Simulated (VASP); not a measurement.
Write the native input for VASP 6.6.1 that does the following.

| Quantity | Value |
| --- | --- |
| Task | single point |
| Functional | PBE |
| Potentials or basis | VASP PAW PBE potentials, release 64 (Zr_sv, Si) |
| Cutoff | 520 eV |
| k mesh | 6 × 6 × 6 |
| Occupations | gaussian, width 0.1 eV |
| Spin | no spin polarisation |
| Dipole correction | no |
| Further INCAR settings | ALGO = Normal; EDIFF = 1e-06; NBANDS = 26 |

The structure of Zr2Si3 lies in POSCAR:

```
Zr2Si3
1.0
    1.9810272264      1.1437466024      6.5762544009
   -1.9810272264      1.1437466024      6.5762544009
    0.0000000000     -2.2874932049      6.5762544009
Zr Si
2 3
Direct
    0.4107584730      0.4107584730      0.4107584730
    0.5892415270      0.5892415270      0.5892415270
    0.0000000000      0.0000000000      0.0000000000
    0.1695555846      0.1695555846      0.1695555846
    0.8304444154      0.8304444154      0.8304444154
```

One way to write it, as run:

INCAR

```
SYSTEM = Zr2Si3
PREC     = Accurate       ! precision mode
ENCUT    = 520            ! plane-wave cutoff, eV
EDIFF    = 1E-6           ! SCF threshold, eV
ISMEAR   = 0              ! smearing method
SIGMA    = 0.1            ! smearing width, eV
LREAL    = .FALSE.        ! projectors in reciprocal space
LASPH    = .TRUE.         ! aspherical terms in the spheres
NELM     = 60             ! most SCF steps
ALGO     = Normal         ! electronic algorithm
ISIF     = 2              ! what is computed and relaxed
LWAVE    = .FALSE.        ! write WAVECAR
LCHARG   = .TRUE.         ! write CHGCAR
GGA      = PE             ! functional
LELF     = .TRUE.         ! ELF
LVHAR    = .TRUE.       
NBANDS   = 26             ! bands
```

KPOINTS

```
Automatic mesh
0
G
  6 6 6
  0 0 0
```

Potentials or basis: VASP PAW PBE potentials, release 64 (Zr_sv, Si).

The run is started by

```bash
$ cat potpaw_PBE.64/Zr_sv/POTCAR potpaw_PBE.64/Si/POTCAR > POTCAR
$ mpirun -np 1 vasp_std > vasp.out
```

Results of the run:

```
Pressure               : 0.0 GPa
Largest force          : 0.009 eV/Å
Band gap on the k mesh : zero (band 18 reaches 10.41 eV, above the bottom of band 19 at 8.90 eV)
```

It took 2.4 min on 1 thread of Intel(R) Xeon(R) 6975P-C (Granite Rapids), on a shared host, peak memory 0.4 GiB.
